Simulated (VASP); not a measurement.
Here is a VASP 6.6.1 calculation.

The input INCAR:

```
PREC = Accurate
ENCUT = 500
EDIFF = 1E-6
ISMEAR = 0
SIGMA = 0.05
LREAL = F
LASPH = T
NELM = 120
ALGO = Normal
ISIF = 2
LWAVE = F
LCHARG = F
GGA = PE
NBANDS = 20
GGA_COMPAT = F
```

The input KPOINTS:

```
regular mesh
0
Gamma
  4 4 4
```

File POSCAR:

```
RbCdH3
1.0
    4.6000000000      0.0000000000      0.0000000000
    0.0000000000      4.6000000000      0.0000000000
    0.0000000000      0.0000000000      4.6000000000
Rb Cd H
1 1 3
Direct
    0.0000000000      0.0000000000      0.0000000000
    0.5000000000      0.5000000000      0.5000000000
    0.5000000000      0.5000000000      0.0000000000
    0.5000000000      0.0000000000      0.5000000000
    0.0000000000      0.5000000000      0.5000000000
```

Potentials or basis: VASP PAW PBE potentials, release 64 (Rb_sv, Cd, H).

Run with:

```sh
$ cat potpaw_PBE.64/Rb_sv/POTCAR potpaw_PBE.64/Cd/POTCAR potpaw_PBE.64/H/POTCAR > POTCAR
$ mpirun -np 1 vasp_std > vasp.out
```

Predict the pressure.

-5.5 GPa.

Predict the band gap on the k mesh.

zero (band 12 reaches -0.58 eV, above the bottom of band 13 at -1.61 eV).
